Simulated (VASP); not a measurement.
Input of a VASP 6.6.1 run:

File INCAR:

```
SYSTEM = PtS2
ALGO = Normal
EDIFF = 1E-6
EDIFFG = -0.01
ENCUT = 600
GGA = PE
GGA_COMPAT = .FALSE.
IBRION = 2
ISIF = 4
ISMEAR = 0
LASPH = .TRUE.
LCHARG = .FALSE.
LMAXMIX = 4
LORBIT = 11
LORBMOM = .TRUE.
LREAL = .FALSE.
LSORBIT = .TRUE.
LWAVE = .FALSE.
MAGMOM = 0 0 0 0 0 0 0 0 0
NELM = 150
NSW = 60
PREC = Accurate
SIGMA = 0.05
```

KPOINTS

```
k-points
0
G
  8 8 4
  0 0 0
```

POSCAR

```
PtS2
1.0
    3.5986995423      0.0000000000      0.0000000000
   -1.7993497711      3.1165652242      0.0000000000
    0.0000000000      0.0000000000      6.4724247524
Pt S
1 2
Direct
    0.0000000000      0.0000000000      0.0000000000
    0.3333333333      0.6666666667      0.1913716893
    0.6666666667      0.3333333333      0.8086283107
```

Potentials or basis: VASP PAW PBE potentials, release 64 (Pt, S).

Run with:

```sh
$ cat potpaw_PBE.64/Pt/POTCAR potpaw_PBE.64/S/POTCAR > POTCAR
$ mpirun -np 1 vasp_ncl > vasp.out
```

What does it give for the net moment?

0.00 μB per cell.

The path:
| step | energy change (eV) | largest force (eV/Å) | pressure (GPa) | volume (Å³) |
| --- | --- | --- | --- | --- |
| 1 | 0.0000 | 0.2691 | -2.11 | 72.59 |
| 2 | -0.0070 | 0.1310 | -1.23 | 72.59 |
| 3 | -0.0099 | 0.0214 | -0.25 | 72.59 |
| 4 | -0.0099 | 0.0374 | -0.14 | 72.59 |
| 5 | -0.0104 | 0.0142 | -0.07 | 72.59 |
| 6 | -0.0105 | 0.0001 | -0.02 | 72.59 |

Caveat: this functional lacks dispersion, which binds the layers, so the pressure and a relaxed spacing across them are unreliable.
